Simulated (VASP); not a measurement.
Wanted: the native input for a VASP 6.6.1 run.

```yaml
Task: single point
Functional: PBE
Potentials_or_basis: VASP PAW PBE potentials, release 64 (Pt, Mn_pv)
Cutoff: 520 eV
k_mesh: 9 × 9 × 4
Occupations: fermi-dirac, width 0.05 eV
Spin: collinear spin, ferromagnetic start
Starting_moments: "[0.0, 0.0, 4.0] μB"
Fixed_moment: 4 μB
Dipole_correction: no
Further_INCAR_settings: ALGO = Normal; EDIFF = 1e-06; NBANDS = 28
```

The structure of MnPt2 lies in POSCAR:

```
MnPt2
1.0
    2.8584044518      0.0000000000      0.0000000000
   -1.4292022259      2.4754508696      0.0000000000
    0.0000000000      0.0000000000      6.5325040000
Pt Mn
2 1
Direct
    0.6666666667      0.3333333333      0.3162060000
    0.3333333333      0.6666666667      0.6837940000
    0.0000000000      0.0000000000      0.0000000000
```

One way to write it, as run:

INCAR

```
  PREC = Accurate
  ENCUT = 520
  EDIFF = 1E-6
  ISMEAR = -1
  SIGMA = 0.05
  LREAL = F
  LASPH = T
  NELM = 150
  ALGO = Normal
  ISIF = 2
  LWAVE = F
  LCHARG = F
  ISPIN = 2
  MAGMOM = 0 0 4
  LORBIT = 11
  NUPDOWN = 4.0
  LMAXMIX = 4
  GGA = PE
  NBANDS = 28
```

KPOINTS

```
Automatic mesh
0
Gamma
  9 9 4
```

Potentials or basis: VASP PAW PBE potentials, release 64 (Pt, Mn_pv).

Launch:

```console
$ cat potpaw_PBE.64/Pt/POTCAR potpaw_PBE.64/Mn_pv/POTCAR > POTCAR
$ mpirun -np 1 vasp_std > vasp.out
```

It gave:

- Pressure: -2.7 GPa
- Largest force: 0.064 eV/Å
- Net moment: 4.00 μB per cell
- Site moments: Pt +0.14; Mn +3.57 μB
- Valence electrons inside the program's atomic spheres: Pt 9.22; Mn 11.55

Caveat: the total moment is fixed, so each spin has its own Fermi level.

It took 75 s on 1 thread of AMD EPYC 9R45 96-Core Processor (Zen 5), on a shared host, peak memory 0.22 GiB.
